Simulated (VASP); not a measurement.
The system is Mg9O8 (a cell with a defect).

```
Mg O
1.0
     0.00000    4.35200    4.35200
     4.35200    0.00000    4.35200
     4.35200    4.35200    0.00000
Mg O
9 8
Direct
  0.00543 0.00630 0.01856
  0.04499 0.04551 0.36391
  0.00543 0.46950 0.01855
  0.99164 0.49529 0.51763
  0.46865 0.00632 0.01855
  0.49457 0.99237 0.51777
  0.49304 0.49375 0.01933
  0.49454 0.49513 0.51780
  0.90405 0.90488 0.78600
  0.25711 0.25813 0.24154
  0.24438 0.24532 0.76475
  0.25704 0.74312 0.24156
  0.26080 0.72472 0.78972
  0.74254 0.25778 0.24167
  0.72410 0.26131 0.79024
  0.75977 0.75967 0.22090
  0.72403 0.72422 0.79029
```

Base run:

| Quantity | Value |
| --- | --- |
| Program | VASP 6.6.1 |
| Functional | LDA |
| Potentials or basis | VASP PAW LDA potentials, release 64 (Mg, O) |
| Cutoff | 520 eV |
| k mesh | 3 × 3 × 3 |
| Occupations | fermi-dirac, width 0.02 eV |
| Spin | no spin polarisation |

Its results: band gap on the k mesh 0.40 eV; pressure 10.5 GPa; largest force 0.054 eV/Å.

Task: The run is repeated on the same cell with these changes: k mesh from 3 × 3 × 3 to 1 × 1 × 1. What comes out?

Result: Band gap on the k mesh 2.54 eV; pressure 14.9 GPa; largest force 1.033 eV/Å.

Caveats: some runs use coarse meshes.

A k mesh can miss the band edges.
